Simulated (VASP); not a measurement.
Here is a VASP 6.6.1 calculation.

The input INCAR:

```
ALGO = Normal
EDIFF = 1E-7
ENCUT = 520
GGA = PE
ISIF = 2
ISMEAR = 0
LASPH = T
LCHARG = T
LELF = T
LREAL = F
LVHAR = T
LWAVE = F
NBANDS = 18
NELM = 100
PREC = Accurate
SIGMA = 0.1
```

File KPOINTS:

```
k-points
0
Gamma
  12 12 6
```

POSCAR

```
KAlH5
1.0
    3.2467938406      0.0000000000      0.0000000000
    0.0000000000      3.2467938406      0.0000000000
    0.0000000000      0.0000000000      5.9956211604
K Al H
1 1 5
Direct
    0.0000000000      0.0000000000      0.5000000000
    0.5000000000      0.5000000000      0.0000000000
    0.0000000000      0.5000000000      0.1772798514
    0.0000000000      0.5000000000      0.8227201486
    0.5000000000      0.0000000000      0.1772798514
    0.5000000000      0.0000000000      0.8227201486
    0.0000000000      0.0000000000      0.0000000000
```

Potentials or basis: VASP PAW PBE potentials, release 64 (K_sv, Al, H).

Launch:

```console
$ cat potpaw_PBE.64/K_sv/POTCAR potpaw_PBE.64/Al/POTCAR potpaw_PBE.64/H/POTCAR > POTCAR
$ mpirun -np 1 vasp_std > vasp.out
```

(1) What does it give for the pressure?

(2) What does it give for the largest force?

## Answers

(1) 0.0 GPa.

(2) 0.007 eV/Å.
